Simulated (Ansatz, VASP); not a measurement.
# Ta2B2O in VASP and in Ansatz

INCAR

```
ALGO = Normal ; EDIFF = 1E-7
EDIFFG = -0.04 ; ENCUT = 600
GGA = PE ; IBRION = 2
ISIF = 3 ; ISMEAR = 0
LASPH = True ; LCHARG = False
LREAL = False ; LWAVE = False
NELM = 80 ; NSW = 90
PREC = Accurate ; SIGMA = 0.1
```

The input KPOINTS:

```
k-points
0
Gamma
  6 6 4
```

The input POSCAR:

```
Ta2B2O
1.0
    3.4334347500      0.0000000000      0.0000000000
    0.0000000000      3.4334347500      0.0000000000
    0.0000000000      0.0000000000      5.0414473600
Ta B O
2 2 1
Direct
    0.0000000000      0.5000000000      0.5000000000
    0.5000000000      0.0000000000      0.5000000000
    0.5000000000      0.5000000000      0.8781342200
    0.5000000000      0.5000000000      0.1218657800
    0.0000000000      0.0000000000      0.0000000000
```

Input for Ansatz:

```yaml
crystal:
  lattice:
    - [3.43343475, 0.0, 0.0]
    - [0.0, 3.43343475, 0.0]
    - [0.0, 0.0, 5.04144736]
  atoms:
    - { symbol: Ta, position: [0.0, 0.5, 0.5] }
    - { symbol: Ta, position: [0.5, 0.0, 0.5] }
    - { symbol: B, position: [0.5, 0.5, 0.87813422] }
    - { symbol: B, position: [0.5, 0.5, 0.12186578] }
    - { symbol: O, position: [0.0, 0.0, 0.0] }
basis:
  ecutwfc: 420
kpoints:
  mp_grid: { grid: [6, 6, 4] }
hamiltonian:
  xc: pbe
scf:
  occupations: { method: gaussian, width: 0.1 }
  lower_state_search: "off"
output:
  forces: true
  stress: true
  eigenvalues: true
relax:
  adjacent_minimum: "off"
  f_tol: 0.04
  max_steps: 70
  cell: { stress_tol: 0.4 }
```

Alike in both runs: task relaxation of cell and atoms; functional PBE; k mesh 6 × 6 × 4; occupations gaussian, width 0.1 eV; no spin polarisation.

|  | VASP | Ansatz |
| --- | --- | --- |
| version | VASP 6.6.1 | Ansatz 0.2.0 |
| potentials or method | VASP PAW PBE potentials, release 64 (Ta_pv, B, O), cutoff 600 eV | scalar-relativistic, plane waves, PAW |
| valence electrons in the cell | 34 | 38 |

|  | VASP | Ansatz | Ansatz less VASP |
| --- | --- | --- | --- |
| gap on the k mesh at the Fermi level, each at its own relaxed structure (eV) | none | none | - |
| relaxed volume (Å³/atom) | 11.73 | 11.76 | +0.027 |
| relaxed cell length with the largest relative difference (Å) | 4.283 | 4.293 | +0.0098 |

A gap of «none» marks a metal or a gap that the smearing closes. VASP's potentials hold 34 valence electrons a cell and Ansatz's 38, so a difference there can come from the potentials and not from the codes.

Neither program's run includes spin-orbit coupling.
